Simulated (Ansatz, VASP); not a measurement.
## Two plane-wave programs on Nb

```
Nb
1.0
    -1.65882    1.65882    1.65882
     1.65882   -1.65882    1.65882
     1.65882    1.65882   -1.65882
Nb
1
Direct
  0.00000 0.00000 0.00000
```

Alike in both runs: task relaxation of cell and atoms; functional PBE; k mesh 16 × 16 × 16; occupations methfessel-paxton of order 1, width 0.1 eV; no spin polarisation.

|  | VASP | Ansatz |
| --- | --- | --- |
| version | VASP 6.6.1 | Ansatz 0.2.0 |
| potentials or method | VASP PAW PBE potentials, release 64 (Nb_sv), cutoff 600 eV | plane-wave PAW DFT |
| valence electrons in the cell | 13 | 13 |

|  | VASP | Ansatz | Ansatz less VASP |
| --- | --- | --- | --- |
| relaxed volume (Å³/atom) | 18.07 | 18.11 | +0.035 |
| relaxed cell length with the largest relative difference (Å) | 2.863 | 2.865 | +0.0018 |
